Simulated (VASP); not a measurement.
Input of a VASP 6.6.1 run:

POSCAR

```
Ca
1.0
   -2.2623104000      2.2623104000      2.2623104000
    2.2623104000     -2.2623104000      2.2623104000
    2.2623104000      2.2623104000     -2.2623104000
Ca
1
Direct
    0.0000000000      0.0000000000      0.0000000000
```

Contents of INCAR.step1:

```
PREC     = Accurate       # precision mode
ENCUT    = 520            # plane-wave cutoff, eV
ISMEAR   = 0              # smearing method
SIGMA    = 0.1            # smearing width, eV
LREAL    = F              # projectors in reciprocal space
LASPH    = T              # aspherical terms in the spheres
NELM     = 60             # most SCF steps
NBANDS   = 11             # bands
GGA      = PE             # functional
ALGO     = Normal         # electronic algorithm
EDIFF    = 1E-4           # SCF threshold, eV
LWAVE    = T              # write WAVECAR
LCHARG   = F              # write CHGCAR
```

Contents of INCAR.step2:

```
PREC     = Accurate       # precision mode
ENCUT    = 520            # plane-wave cutoff, eV
EDIFF    = 1E-6           # SCF threshold, eV
ISMEAR   = 0              # smearing method
SIGMA    = 0.1            # smearing width, eV
LREAL    = F              # projectors in reciprocal space
LASPH    = T              # aspherical terms in the spheres
NELM     = 60             # most SCF steps
ALGO     = Normal         # electronic algorithm
ISIF     = 2              # what is computed and relaxed
LWAVE    = F              # write WAVECAR
LCHARG   = F              # write CHGCAR
METAGGA  = R2SCAN         # meta-GGA
LMIXTAU  = T            
NBANDS   = 11             # bands
ISTART   = 1
```

The input KPOINTS:

```
Automatic mesh
0
Gamma
  14 14 14
```

Potentials or basis: VASP PAW PBE potentials, release 64 (Ca_sv).

The run is started by

```bash
$ cat potpaw_PBE.64/Ca_sv/POTCAR > POTCAR
$ cp INCAR.step1 INCAR
$ mpirun -np 1 vasp_std > vasp.out
$ cp INCAR.step2 INCAR
$ mpirun -np 1 vasp_std > vasp.out
```

Problem. Estimate the pressure.

Solution. -1.1 GPa.

Problem. Predict the band gap on the k mesh.

Solution. Zero (band 5 reaches 1.93 eV, above the bottom of band 6 at 1.48 eV).

Caveat: the cell differs from its parent crystal (functional r2SCAN, strained); the PAW data sets were made with another functional, which shifts forces and pressure a little.
